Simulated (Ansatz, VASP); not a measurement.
# One calculation of Sn3Te2O, two programs

```
Sn Te O
1.0
     6.74036    0.00000    0.00000
    -3.37018    5.83732    0.00000
     0.00000    0.00000    3.88229
Sn Te O
3 2 1
Direct
  0.50000 0.00000 0.50000
  0.50000 0.50000 0.50000
  0.00000 0.50000 0.50000
  0.33333 0.66667 0.00000
  0.66667 0.33333 0.00000
  0.00000 0.00000 0.00000
```

Change from the starting cell: species swapped into the GdB2Rh3 type (P6/mmm, No. 191).

Alike in both runs: task relaxation of cell and atoms; functional PBE; k mesh 3 × 3 × 4; occupations gaussian, width 0.1 eV; no spin polarisation.

|  | VASP | Ansatz |
| --- | --- | --- |
| version | VASP 6.6.1 | Ansatz 0.2.0 |
| potentials or method | VASP PAW PBE potentials, release 64 (Sn_d, Te, O), cutoff 600 eV | scalar-relativistic, plane waves, PAW |
| valence electrons in the cell | 60 | 80 |

|  | VASP | Ansatz | Ansatz less VASP |
| --- | --- | --- | --- |
| gap on the k mesh at the Fermi level, each at its own relaxed structure (eV) | none | none | - |
| relaxed volume (Å³/atom) | 35.06 | 34.83 | -0.232 |
| relaxed cell length with the largest relative difference (Å) | 7.287 | 7.259 | -0.0278 |

A gap of «none» marks a metal or a gap that the smearing closes. VASP's potentials hold 60 valence electrons a cell and Ansatz's 80, so a difference there can come from the potentials and not from the codes.

The k mesh is coarse, so the values compare programs but aren't converged. Spin-orbit coupling is off throughout. Noted on VASP's run: the volume moved by over 15 % at a fixed basis, so the end points are rough.
